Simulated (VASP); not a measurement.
# KBr (Fm-3m) in VASP: notebook

The runs below take KBr through single point, with LDA.

Everything below comes from runs of VASP 6.6.1. Logs are shortened: lines on timing, memory, paths and dates and some standing lists are left out, and cuts for length are marked.

**1. The cell of the first run**

The structure is cubic, space group Fm-3m (No. 225). The conventional cell has a = 6.374 Å, b = 6.374 Å, c = 6.374 Å, α = 90.00°, β = 90.00°, γ = 90.00°. K (site symmetry m-3m) has 6 Br at 3.19 Å within 4.2 Å. Br (site symmetry m-3m) has 6 K at 3.19 Å within 4.2 Å.

**2. Single point, LDA**

Input file INCAR:

```
PREC     = Accurate       # precision mode
ENCUT    = 520            # plane-wave cutoff, eV
EDIFF    = 1E-7           # SCF threshold, eV
ISMEAR   = 0              # smearing method
SIGMA    = 0.02           # smearing width, eV
LREAL    = False          # projectors in reciprocal space
LASPH    = True           # aspherical terms in the spheres
NELM     = 80             # most SCF steps
ALGO     = Normal         # electronic algorithm
ISIF     = 2              # what is computed and relaxed
LWAVE    = False          # write WAVECAR
LCHARG   = True           # write CHGCAR
LELF     = True           # ELF
LVHAR    = True         
NBANDS   = 15             # bands
```

Input file KPOINTS:

```
regular mesh
0
Gamma
  6 6 6
```

Input file POSCAR:

```
KBr
1.0
    0.0000000000      3.1871867707      3.1871867707
    3.1871867707      0.0000000000      3.1871867707
    3.1871867707      3.1871867707      0.0000000000
K Br
1 1
Direct
    0.0000000000      0.0000000000      0.0000000000
    0.5000000000      0.5000000000      0.5000000000
```

Potentials or basis: VASP PAW LDA potentials, release 64 (K_sv, Br).

The run is started by

```console
$ cat potpaw_LDA.64/K_sv/POTCAR potpaw_LDA.64/Br/POTCAR > POTCAR
$ mpirun -np 1 vasp_std > vasp.out
```

OUTCAR:

```text
PREC = Accurate
   ENCUT = 520
   EDIFF = 1E-7
   ISMEAR = 0
   LREAL = False
   LASPH = True
   NELM = 80
   ISIF = 2

 ion  position               nearest neighbor table
   1  0.000  0.000  0.000-   2 3.19   2 3.19   2 3.19   2 3.19   2 3.19   2 3.19
   2  0.500  0.500  0.500-   1 3.19   1 3.19   1 3.19   1 3.19   1 3.19   1 3.19

  LATTYP: Found a face centered cubic cell.
 ALAT       =     6.3743735414

  Lattice vectors:

 A1 = (   0.0000000000,   3.1871867707,   3.1871867707)
 A2 = (   3.1871867707,   0.0000000000,   3.1871867707)
 A3 = (   3.1871867707,   3.1871867707,   0.0000000000)

Analysis of symmetry for initial positions (statically):
=====================================================================
 Subroutine PRICEL returns:
 Original cell was already a primitive cell.

 Routine SETGRP: Setting up the symmetry group for a
 face centered cubic supercell.

 Subroutine GETGRP returns: Found 48 space group operations
 (whereof 48 operations were pure point group operations)
 out of a pool of 48 trial point group operations.

The static configuration has the point symmetry O_h .

Analysis of symmetry for dynamics (positions and initial velocities):
=====================================================================
 Subroutine PRICEL returns:
 Original cell was already a primitive cell.

 Routine SETGRP: Setting up the symmetry group for a
 face centered cubic supercell.

 Subroutine GETGRP returns: Found 48 space group operations
 (whereof 48 operations were pure point group operations)
 out of a pool of 48 trial point group operations.

The dynamic configuration has the point symmetry O_h .

 Subroutine INISYM returns: Found 48 space group operations
 (whereof 48 operations are pure point group operations),
 and found     1 'primitive' translations

----------------------------------------------------------------------------------------

                                     Primitive cell

  volume of cell :      64.7519

  direct lattice vectors                    reciprocal lattice vectors
     0.000000000  3.187186771  3.187186771    -0.156878161  0.156878161  0.156878161
     3.187186771  0.000000000  3.187186771     0.156878161 -0.156878161  0.156878161
     3.187186771  3.187186771  0.000000000     0.156878161  0.156878161 -0.156878161

  length of vectors
     4.507362757  4.507362757  4.507362757     0.271720946  0.271720946  0.271720946

  position of ions in fractional coordinates (direct lattice)
     0.000000000  0.000000000  0.000000000
     0.500000000  0.500000000  0.500000000

  ion indices of the primitive-cell ions
   primitive index   ion index
                 1           1
                 2           2

----------------------------------------------------------------------------------------

 KPOINTS: regular mesh

Automatic generation of k-mesh.
 Grid dimensions read from file:
 generate k-points for:    6    6    6

 Generating k-lattice:

  Cartesian coordinates                     Fractional coordinates (reciprocal lattice)
    -0.026146360  0.026146360  0.026146360     0.166666667  0.000000000  0.000000000
     0.026146360 -0.026146360  0.026146360     0.000000000  0.166666667  0.000000000
     0.026146360  0.026146360 -0.026146360     0.000000000  0.000000000  0.166666667

  Length of vectors
     0.045286824  0.045286824  0.045286824

  Shift w.r.t. Gamma in fractional coordinates (k-lattice)
     0.000000000  0.000000000  0.000000000

 Subroutine IBZKPT returns following result:
 ===========================================

 Found     16 irreducible k-points:

 Following reciprocal coordinates:
            Coordinates               Weight
  0.000000  0.000000  0.000000      1.000000
  0.166667  0.000000  0.000000      8.000000
  0.333333  0.000000  0.000000      8.000000
  0.500000  0.000000  0.000000      4.000000
  0.166667  0.166667  0.000000      6.000000
  0.333333  0.166667  0.000000     24.000000
[... 8 lines left out ...]
 -0.333333  0.333333  0.166667     24.000000
 -0.333333  0.500000  0.166667     12.000000
   k-points           NKPTS =     16   k-points in BZ     NKDIM =     16   number of bands    NBANDS=     15
   number of dos      NEDOS =    301   number of ions     NIONS =      2
   total plane-waves  NPLWV =  46656
   dimension x,y,z NGX =    36 NGY =   36 NGZ =   36
   dimension x,y,z NGXF=    72 NGYF=   72 NGZF=   72
   ions per type =               1   1
   NGX,Y,Z   is equivalent  to a cutoff of  13.28, 13.28, 13.28 a.u.
   NGXF,Y,Z  is equivalent  to a cutoff of  26.56, 26.56, 26.56 a.u.
 SYSTEM =  unknown system
   PREC   = accura    normal or accurate (medium, high low for compatibility)
   ISTART =      0    job   : 0-new  1-cont  2-samecut
   ICHARG =      2    charge: 1-file 2-atom 10-const
   ISPIN  =      1    spin polarized calculation?
   LNONCOLLINEAR =      F non collinear calculations
   LSORBIT =      F    spin-orbit coupling
   LASPH  =      T    aspherical Exc in radial PAW
   ENCUT  =  520.0 eV  38.22 Ry    6.18 a.u.   8.38  8.38  8.38*2*pi/ulx,y,z
   NELM   =     80;   NELMIN=  2; NELMDL= -5     # of ELM steps
   EDIFF  = 0.1E-06   stopping-criterion for ELM
   LREAL  =      F    real-space projection
   EDIFFG = 0.1E-05   stopping-criterion for IOM
   NSW    =      0    number of steps for IOM
   IBRION =     -1    ionic relax: 0-MD 1-quasi-New 2-CG
   NFREE  =      0    steps in history (QN), initial steepest desc. (CG)
   ISIF   =      2    stress and relaxation
   ISYM   =      2    0-nonsym 1-usesym 2-fastsym
   POTIM  = 0.5000    time-step for ionic-motion
   TEBEG  =    0.0;   TEEND  =   0.0 temperature during run
   PSTRESS=    0.0 pullay stress
   NELECT =      16.0000    total number of electrons
   NUPDOWN=      -1.0000    fix difference up-down
   EMIN   =  10.00;   EMAX   =-10.00  energy-range for DOS
   EFERMI =   0.00;   METHOD = LEGACY
   ISMEAR =     0;   SIGMA  =   0.02  broadening in eV -4-tet -1-fermi 0-gaus
   EFERMI_NEDOS =   21; number of points for ismear=-14 and -15
   IALGO  =     38    algorithm
   IMIX   =      4    mixing-type and parameters
     AMIX     =   0.40;   BMIX     =  1.00
     AMIX_MAG =   1.60;   BMIX_MAG =  1.00
  volume/ion in A,a.u.               =      32.38       218.48
  Fermi-wavevector in a.u.,A,eV,Ry     =   1.027300  1.941316 14.358846  1.055345
  Thomas-Fermi vector in A             =   2.161238
   LORBIT       =      0    0 simple, 1 ext, 2 COOP (PROOUT), +10 PAW based schemes
   GGA     = CA    functional components
   LHFCALC =     F    Hartree Fock is set to
   AEXX    =    0.0000 exact exchange contribution
   IVDW    =     0    specifies the selected vdW correction
   LEPSILON=     F    determine dielectric tensor
   LRPA    =     F    only Hartree local field effects (RPA)
 non-spin polarized calculation
 Gauss-broadening in eV      SIGMA  =   0.02
  energy-cutoff  :      520.00
  volume of cell :       64.75
 maximum number of plane-waves:      1807
 NGX is ok and might be reduce to    36
   NGX = 17   NGY = 17   NGZ = 17

 number of electron      16.0000000 magnetization

 Free energy of the ion-electron system (eV)
  ---------------------------------------------------
  ext. energy  EPLUGINS =         0.00000000
  ---------------------------------------------------
  free energy    TOTEN  =        -6.83460554 eV

  energy without entropy =       -6.83460554  energy(sigma->0) =       -6.83460554

 E-fermi :  -1.2960     XC(G=0):  -8.3112

 val. band max:       -1.4514001652   @ k =   0.0000   0.0000   0.0000
 cond. band min:       2.8741363141   @ k =   0.0000   0.0000   0.0000
 fundamental gap:      4.3255364793
 Fermi energy:        -1.2959858199

 k-point     1 :       0.0000    0.0000    0.0000
  band No.  band energies     occupation
      1     -28.6640      2.00000
      2     -13.9175      2.00000
      3     -12.3891      2.00000
      4     -12.3891      2.00000
      5     -12.3891      2.00000
      6      -1.4514      2.00000
      7      -1.4514      2.00000
      8      -1.4514      2.00000
      9       2.8741      0.00000
     10       5.8881      0.00000
     11       5.8881      0.00000
     12       5.8881      0.00000
     13       6.8352      0.00000
     14       6.8352      0.00000
     15       9.9895      0.00000

 k-point     2 :       0.1667    0.0000    0.0000
  band No.  band energies     occupation
      1     -28.6613      2.00000
      2     -13.9736      2.00000
      3     -12.3911      2.00000
      4     -12.3911      2.00000
      5     -12.3091      2.00000
      6      -1.9241      2.00000
      7      -1.5737      2.00000
      8      -1.5737      2.00000
      9       3.6226      0.00000
     10       5.7577      0.00000
     11       6.2516      0.00000
     12       6.2516      0.00000
     13       7.2655      0.00000
     14       7.2655      0.00000
     15      11.0427      0.00000

 k-point     3 :       0.3333    0.0000    0.0000
  band No.  band energies     occupation
      1     -28.6557      2.00000
      2     -14.0727      2.00000
      3     -12.3950      2.00000
      4     -12.3950      2.00000
      5     -12.1606      2.00000
      6      -2.6375      2.00000
      7      -1.7988      2.00000
      8      -1.7988      2.00000
      9       4.6945      0.00000
     10       6.2264      0.00000
     11       7.2267      0.00000
     12       7.2267      0.00000
     13       8.3307      0.00000
     14       8.3307      0.00000
     15      10.3748      0.00000
[... 199 lines left out ...]
 k-point    15 :      -0.3333    0.3333    0.1667
  band No.  band energies     occupation
      1     -28.6505      2.00000
      2     -13.9597      2.00000
      3     -12.4711      2.00000
      4     -12.4502      2.00000
      5     -12.2428      2.00000
      6      -2.4796      2.00000
      7      -2.0998      2.00000
      8      -1.9581      2.00000
      9       5.5990      0.00000
     10       5.9759      0.00000
     11       7.2517      0.00000
     12       7.8218      0.00000
     13       8.9704      0.00000
     14       9.3921      0.00000
     15       9.9319      0.00000

 k-point    16 :      -0.3333    0.5000    0.1667
  band No.  band energies     occupation
      1     -28.6497      2.00000
      2     -13.8716      2.00000
      3     -12.5187      2.00000
      4     -12.4721      2.00000
      5     -12.3171      2.00000
      6      -2.2975      2.00000
      7      -2.0574      2.00000
      8      -1.9915      2.00000
      9       4.8153      0.00000
     10       6.5828      0.00000
     11       6.8019      0.00000
     12       7.9428      0.00000
     13       8.6620      0.00000
     14       9.4933      0.00000
     15      10.1366      0.00000

------------------------ aborting loop because EDIFF is reached ----------------------------------------

  FORCE on cell =-STRESS in cart. coord.  units (eV):
  Direction    XX          YY          ZZ          XY          YZ          ZX
  --------------------------------------------------------------------------------------
  -------------------------------------------------------------------------------------
  Total        0.0274453      0.0274453      0.0274453     -0.0000000      0.0000000     -0.0000000
  in kB        0.6790868      0.6790868      0.6790868     -0.0000000      0.0000000     -0.0000000
  external PRESSURE =       0.6790868 kB  Pullay stress =       0.0000000 kB

 VOLUME and BASIS-vectors are now :
 -----------------------------------------------------------------------------
  energy-cutoff  :      520.00
  volume of cell :       64.75
      direct lattice vectors                 reciprocal lattice vectors
     0.000000000  3.187186771  3.187186771    -0.156878161  0.156878161  0.156878161
     3.187186771  0.000000000  3.187186771     0.156878161 -0.156878161  0.156878161
     3.187186771  3.187186771  0.000000000     0.156878161  0.156878161 -0.156878161

 POSITION                                       TOTAL-FORCE (eV/Angst)
 -----------------------------------------------------------------------------------
      0.00000      0.00000      0.00000         0.000000     -0.000000     -0.000000
      3.18719      3.18719      3.18719        -0.000000      0.000000      0.000000
 -----------------------------------------------------------------------------------
    total drift:                                0.000000      0.000000      0.000000

  FREE ENERGIE OF THE ION-ELECTRON SYSTEM (eV)
  ---------------------------------------------------
  free  energy   TOTEN  =        -6.8346055377 eV

  energy  without entropy=       -6.8346055377  energy(sigma->0) =       -6.83460554
```

Wall time 7.2 s (1 thread of Intel Xeon 6975P-C (Granite Rapids), shared host); peak memory 0.17 GiB.

Results:

```yaml
Free_energy: -6.8346 eV
Pressure: 0.1 GPa
Band_gap_on_the_k_mesh: 4.33 eV, direct
```

Levels at points of the mesh, in eV from the valence-band top:
```
           k point  band 5  band 6  band 7  band 8  band 9  band 10  band 11  band 12
(0.00, 0.00, 0.00)  -10.94    0.00    0.00    0.00    4.33     7.34     7.34     7.34
(0.50, 0.00, 0.00)  -10.64   -1.48   -0.45   -0.45    6.47     8.30     9.79     9.79
(0.50, 0.50, 0.00)  -11.00   -0.96   -0.33   -0.33    5.41     7.25     9.35     9.73
```

**3. Single point, LDA**

Input file INCAR:

```
SYSTEM = KBr
PREC     = Accurate       ! precision mode
ENCUT    = 520            ! plane-wave cutoff, eV
EDIFF    = 1E-6           ! SCF threshold, eV
ISMEAR   = 0              ! smearing method
SIGMA    = 0.02           ! smearing width, eV
LREAL    = .FALSE.        ! projectors in reciprocal space
LASPH    = .TRUE.         ! aspherical terms in the spheres
NELM     = 100            ! most SCF steps
ALGO     = Normal         ! electronic algorithm
ISIF     = 2              ! what is computed and relaxed
LWAVE    = .FALSE.        ! write WAVECAR
LCHARG   = .TRUE.         ! write CHGCAR
LELF     = .TRUE.         ! ELF
LVHAR    = .TRUE.       
NBANDS   = 15             ! bands
```

Input file KPOINTS:

```
Automatic mesh
0
G
  6 6 6
  0 0 0
```

POSCAR is that of step 2.

Potentials or basis: VASP PAW LDA potentials, release 64 (K_sv, Br).

The run is started by

```console
$ cat potpaw_LDA.64/K_sv/POTCAR potpaw_LDA.64/Br/POTCAR > POTCAR
$ mpirun -np 1 vasp_std > vasp.out
```

Run time: 7 s. Hardware: 1 thread of Intel Xeon 6975P-C (Granite Rapids), shared host; peak memory 0.17 GiB.

It converged, with:

- Free energy: -6.8346 eV
- Pressure: 0.1 GPa
- Band gap on the k mesh: 4.33 eV, direct

Levels at points of the mesh, in eV from the valence-band top:
```
           k point  band 5  band 6  band 7  band 8  band 9  band 10  band 11  band 12
(0.00, 0.00, 0.00)  -10.94    0.00    0.00    0.00    4.33     7.34     7.34     7.34
(0.50, 0.00, 0.00)  -10.64   -1.48   -0.45   -0.45    6.47     8.30     9.79     9.79
(0.50, 0.50, 0.00)  -11.00   -0.96   -0.33   -0.33    5.41     7.25     9.35     9.73
```

As with any semilocal functional, this LDA gap is likely too small.
